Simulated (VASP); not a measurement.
Write the native input for VASP 6.6.1 that does the following.

```
Task                   : single point
Functional             : PBE
Potentials or basis    : VASP PAW PBE potentials, release 64 (Bi_d)
Cutoff                 : 520 eV
k mesh                 : 4 × 4 × 4
Occupations            : gaussian, width 0.1 eV
Spin                   : no spin polarisation
Dipole correction      : no
Further INCAR settings : ALGO = Normal; EDIFF = 1e-06; NBANDS = 70
```

The structure of Bi lies in POSCAR:

```
Bi
1.0
   -4.4147659065      4.4147659065      4.4147659065
    4.4147659065     -4.4147659065      4.4147659065
    4.4147659065      4.4147659065     -4.4147659065
Bi
8
Direct
    0.2005486186      0.2005486186      0.2005486186
    0.5000000000      0.0000000000      0.2994513814
    0.2994513814      0.5000000000      0.0000000000
    0.0000000000      0.2994513814      0.5000000000
    0.7994513814      0.7994513814      0.7994513814
    0.5000000000      0.0000000000      0.7005486186
    0.7005486186      0.5000000000      0.0000000000
    0.0000000000      0.7005486186      0.5000000000
```

The input as run:

INCAR

```
  ALGO = Normal
  EDIFF = 1E-6
  ENCUT = 520
  GGA = PE
  ISIF = 2
  ISMEAR = 0
  LASPH = True
  LCHARG = False
  LREAL = False
  LWAVE = False
  NBANDS = 70
  NELM = 100
  PREC = Accurate
  SIGMA = 0.1
```

KPOINTS

```
k-points
0
Gamma
  4 4 4
```

Potentials or basis: VASP PAW PBE potentials, release 64 (Bi_d).

Launch:

```console
$ cat potpaw_PBE.64/Bi_d/POTCAR > POTCAR
$ mpirun -np 1 vasp_std > vasp.out
```

It gave:

```
Pressure               : -0.1 GPa
Largest force          : 0.008 eV/Å
Band gap on the k mesh : zero (band 60 reaches 5.05 eV, above the bottom of band 61 at 4.49 eV)
```

Caveat: spin-orbit coupling is left out, which moves the levels of the heavy elements.

Wall time 2.8 min on 1 thread of Intel(R) Xeon(R) Platinum 8488C (Sapphire Rapids), with other jobs on the host, peak memory 0.53 GiB.
